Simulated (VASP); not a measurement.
Input of a VASP 6.6.1 run:

The input INCAR:

```
PREC = Accurate
ENCUT = 520
EDIFF = 1E-7
ISMEAR = -1
SIGMA = 0.05
LREAL = F
LASPH = T
NELM = 60
ALGO = Normal
ISIF = 2
LWAVE = F
LCHARG = F
GGA = PE
NBANDS = 28
```

Contents of KPOINTS:

```
regular mesh
0
Gamma
  13 8 8
```

File POSCAR:

```
Hf
1.0
   -1.6015984961      2.7740499685      0.0000000000
    0.0000000000      0.0000000000      5.0702495496
    4.8047954882      2.7740499686      0.0000000000
Hf
4
Direct
    0.5000000000      0.2500000000      0.1666666670
    0.0000000000      0.2500000000      0.6666666670
    0.0000000000      0.7500000000      0.3333333330
    0.5000000000      0.7500000000      0.8333333330
```

Potentials or basis: VASP PAW PBE potentials, release 64 (Hf_pv).

Run with:

```bash
$ cat potpaw_PBE.64/Hf_pv/POTCAR > POTCAR
$ mpirun -np 1 vasp_std > vasp.out
```

Q: Predict the band gap on the k mesh.

A: Zero (bands 20 and 21 overlap by 1.43 eV).

Q: Estimate the largest force.

A: 0.003 eV/Å.

Q: What does it give for the pressure?

A: -0.4 GPa.

Forces in eV/Å, atoms in the order of the input:
```
Hf  -0.003 -0.002  0.000
Hf  -0.003 -0.002  0.000
Hf   0.003  0.002  0.000
Hf   0.003  0.002  0.000
```

Caveat: spin-orbit coupling is left out, which moves the levels of the heavy elements.
